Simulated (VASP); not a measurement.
Zr2Ge2W: single point with PBE

Crystal: Zr2Ge2W.

```
Zr Ge W
1.0
     3.50598    0.00000    0.00000
    -1.75299    3.03627    0.00000
     0.00000    0.00000    9.29730
Zr Ge W
2 2 1
Direct
  0.66667 0.33333 0.78649
  0.33333 0.66667 0.21351
  0.33333 0.66667 0.57588
  0.66667 0.33333 0.42412
  0.00000 0.00000 0.00000
```

The cell was generated, and may not be a known phase.

| Quantity | Value |
| --- | --- |
| Program | VASP 6.6.1 |
| Task | single point |
| Functional | PBE |
| Potentials or basis | VASP PAW PBE potentials, release 64 (Zr_sv, Ge_d, W_sv) |
| Cutoff | 520 eV |
| k mesh | 6 × 6 × 2 |
| Occupations | gaussian, width 0.1 eV |
| Spin | no spin polarisation |
| Dipole correction | no |
| Further INCAR settings | ALGO = Normal; EDIFF = 1e-06; NBANDS = 41 |

```
Pressure               : 0.2 GPa
Largest force          : 0.010 eV/Å
Band gap on the k mesh : zero (bands 33 and 34 overlap by 0.59 eV)
```

Forces in eV/Å, atoms in the order of the input:
```
Zr   0.000  0.000  0.010
Zr   0.000  0.000 -0.010
Ge   0.000  0.000 -0.007
Ge   0.000  0.000  0.007
W    0.000  0.000  0.000
```

Stress tensor (GPa, compression positive):
```
0.27 0.00 0.00
0.00 0.27 0.00
0.00 0.00 0.18
```

Levels at points of the mesh, in eV from the Fermi level:
| k point | band 29 | band 30 | band 31 | band 32 | band 33 | band 34 | band 35 | band 36 | band 37 | band 38 |
| --- | --- | --- | --- | --- | --- | --- | --- | --- | --- | --- |
| (0.00, 0.00, 0.00) | -1.23 | -0.72 | -0.72 | 0.13 | 0.60 | 0.60 | 1.25 | 1.25 | 2.29 | 2.29 |
| (0.50, 0.00, 0.00) | -2.00 | -1.63 | -1.39 | -0.90 | -0.12 | 1.05 | 1.66 | 2.14 | 2.14 | 2.53 |
| (0.00, 0.00, 0.50) | -1.10 | -0.71 | -0.71 | 0.00 | 0.00 | 1.33 | 1.64 | 1.64 | 2.16 | 2.73 |
| (0.50, 0.00, 0.50) | -1.82 | -1.41 | -1.14 | -0.30 | -0.25 | 0.90 | 1.47 | 1.49 | 2.01 | 2.26 |

Run time: 120 s on 1 thread of Intel Xeon 8259CL, on a shared host, peak memory 0.25 GiB.

Caveat: spin-orbit coupling is left out, which moves the levels of the heavy elements.
